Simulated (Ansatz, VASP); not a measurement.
# BAs: VASP beside Ansatz

INCAR

```
ALGO = Normal
EDIFF = 1E-6
ENCUT = 520
GGA = PE
ISIF = 2
ISMEAR = 0
LASPH = T
LCHARG = T
LELF = T
LREAL = F
LVHAR = T
LWAVE = F
NBANDS = 11
NELM = 60
PREC = Accurate
SIGMA = 0.05
```

File KPOINTS:

```
k-points
0
Gamma
  10 10 10
```

File POSCAR:

```
BAs
1.0
    0.0000000000      2.4765434959      2.4044111611
    2.4044111611      0.0000000000      2.4044111611
    2.4044111611      2.4765434959      0.0000000000
B As
1 1
Direct
    0.0000000000      0.0000000000      0.0000000000
    0.7500000000      0.7500000000      0.7500000000
```

Input for Ansatz:

```yaml
crystal:
  lattice:
    - [0.0, 2.4765434959, 2.4044111611]
    - [2.4044111611, 0.0, 2.4044111611]
    - [2.4044111611, 2.4765434959, 0.0]
  atoms:
    - { symbol: B, position: [0.0, 0.0, 0.0] }
    - { symbol: As, position: [0.75, 0.75, 0.75] }
basis:
  ecutwfc: 420
kpoints:
  mp_grid: { grid: [10, 10, 10] }
hamiltonian:
  xc: pbe
scf:
  occupations: { method: gaussian, width: 0.05 }
output:
  forces: true
  stress: true
  eigenvalues: true
```

Change from the starting cell: strain +0.0300 x Voigt [0, 1, 0, 0, 0, 0], atoms carried along.

Alike in both runs: task single point; functional PBE; k mesh 10 × 10 × 10; occupations gaussian, width 0.05 eV; no spin polarisation.

```csv
,VASP,Ansatz
version,VASP 6.6.1,Ansatz 0.2.0
potentials or method,"VASP PAW PBE potentials, release 64 (B, As), cutoff 520 eV","scalar-relativistic, plane waves, PAW"
valence electrons in the cell,8,18
```

VASP gave:

* gap on the k mesh at the Fermi level (eV): 1.01
* least direct gap on the mesh (eV): 3.06
* pressure (GPa): -3.1
* traceless stress, the component that is largest in VASP (GPa): -4.05

Question: What did Ansatz give for the same quantities?

Answer: gap on the k mesh at the Fermi level (eV): 1.02; least direct gap on the mesh (eV): 3.07; pressure (GPa): -3.6; traceless stress, the component that is largest in VASP (GPa): -4.06.

VASP's potentials hold 8 valence electrons a cell and Ansatz's 18, so a difference there can come from the potentials and not from the codes.
